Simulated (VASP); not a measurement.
Runs of VASP 6.6.1 on Sc. The structure is that of space group Fm-3m (No. 225), or close to it. The cells are those of the table. 

| cell | gap on the mesh (eV) | pressure (GPa) |
| --- | --- | --- |
| a = 3.086 Å, angles 60.0°, 1 atom | none | 8.5 |
| a = 3.114 Å, angles 60.0°, 1 atom | none | (b) |
| a = 3.249 Å, angles 60.0°, 1 atom | none | -1.4 |
| a = 3.274 Å, angles 60.0°, 1 atom | none | -2.6 |
| a = 3.223 Å, angles 60.0°, 1 atom | none | (a) |

Alike in all rows: task single point; level PBEsol; potentials or basis VASP PAW PBE potentials, release 64 (Sc_sv); no spin polarisation; k mesh 9 × 9 × 9; cutoff (eV) 520; smearing fermi-dirac 0.05 eV.

**Question.** Fill in the values left out.

**Answer.** (a) -0.2; (b) 6.4.

Caveats: the PAW data sets were made with another functional, which shifts forces and pressure a little.

A gap of «none» marks levels without a gap at the run's occupations.
